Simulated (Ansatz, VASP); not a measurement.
One calculation of Fe, two programs

```
CELL_PARAMETERS angstrom
0.00000 1.80180 1.80180
1.80180 0.00000 1.80180
1.80180 1.80180 0.00000
ATOMIC_POSITIONS crystal
Fe 0.00000 0.00000 0.00000
```

Alike in both runs: task single point; functional r2SCAN; k mesh 17 × 17 × 17; occupations fermi-dirac, width 0.05 eV; collinear spin.

|  | VASP | Ansatz |
| --- | --- | --- |
| version | VASP 6.6.1 | Ansatz 0.2.0 |
| potentials or method | VASP PAW PBE potentials, release 64 (Fe), cutoff 520 eV | plane waves (500 eV) with PAW, scalar-relativistic |
| valence electrons in the cell | 8 | 16 |

Ansatz gave:

- pressure (GPa): 6.3
- net moment per atom (μB): 2.76
- size of the moment on the site where the two differ most (μB): 2.87

**Question.** What did VASP give for the same quantities?

**Answer.** Pressure (GPa): 5.9; net moment per atom (μB): 2.76; size of the moment on the site where the two differ most (μB): 2.80.

VASP's potentials were made for PBE, not for r2SCAN. Site moments also hang on the region over which each program counts them. VASP's potentials hold 8 valence electrons a cell and Ansatz's 16, so a difference there can come from the potentials and not from the codes. Ansatz's warnings: stability check not made.
